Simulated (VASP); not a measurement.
Input of a VASP 6.6.1 run:

Contents of INCAR:

```
ALGO     = Normal         # electronic algorithm
EDIFF    = 1E-7           # SCF threshold, eV
ENCUT    = 520            # plane-wave cutoff, eV
GGA      = PE             # functional
ISIF     = 2              # what is computed and relaxed
ISMEAR   = -1             # smearing method
LASPH    = T              # aspherical terms in the spheres
LCHARG   = F              # write CHGCAR
LREAL    = F              # projectors in reciprocal space
LWAVE    = F              # write WAVECAR
NBANDS   = 25             # bands
NELM     = 60             # most SCF steps
PREC     = Accurate       # precision mode
SIGMA    = 0.1            # smearing width, eV
```

Contents of KPOINTS:

```
k-points
0
Gamma
  6 6 8
```

POSCAR

```
SiO2
1.0
    4.1421949790      0.0000000000      0.0000000000
    0.0000000000      4.1421949790      0.0000000000
    0.0000000000      0.0000000000      2.6428023024
Si O
2 4
Direct
    0.0000000000      0.0000000000      0.0000000000
    0.5000000000      0.5000000000      0.5000000000
    0.3059000000      0.3059000000      0.0000000000
    0.1941000000      0.8059000000      0.5000000000
    0.6941000000      0.6941000000      0.0000000000
    0.8059000000      0.1941000000      0.5000000000
```

Potentials or basis: VASP PAW PBE potentials, release 64 (Si, O).

Command:

```sh
$ cat potpaw_PBE.64/Si/POTCAR potpaw_PBE.64/O/POTCAR > POTCAR
$ mpirun -np 1 vasp_std > vasp.out
```

Question: Estimate the largest force.

Answer: 0.278 eV/Å.

Question: What does it give for the pressure?

Answer: 20.6 GPa.

Stress tensor (GPa, compression positive):
```
19.27  0.00  0.00
 0.00 19.27  0.00
 0.00  0.00 23.39
```
